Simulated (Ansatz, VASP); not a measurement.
## WC in VASP and in Ansatz

```
W C
1.0
     2.89841    0.00000    0.00000
    -1.44921    2.51010    0.00000
     0.00000    0.00000    2.71451
W C
1 1
Cartesian
  0.0000 0.0000 0.0000
  1.4492 0.8367 1.3573
```

Change from the starting cell: strain +0.000 along x and y, -0.040 along z, atoms carried along.

Alike in both runs: task single point; functional PBEsol; k mesh 24 × 24 × 22; occupations gaussian, width 0.15 eV; no spin polarisation.

```csv
,VASP,Ansatz
version,VASP 6.6.1,Ansatz 0.2.0
potentials or method,"VASP PAW PBE potentials, release 64 (W_sv, C), cutoff 520 eV","scalar-relativistic, plane waves, PAW"
valence electrons in the cell,18,18
```

|  | VASP | Ansatz | Ansatz less VASP |
| --- | --- | --- | --- |
| gap on the k mesh at the Fermi level (eV) | none | none | - |
| pressure (GPa) | 22.4 | 20.8 | -1.60 |
| traceless stress, the component that is largest in VASP (GPa) | 24.41 | 24.03 | -0.372 |

VASP's potentials were made for PBE, not for PBEsol. A gap of «none» marks a metal or a gap that the smearing closes. The functional is the same, so the differences come from potentials, cutoffs and numerics.

Neither program's run includes spin-orbit coupling.
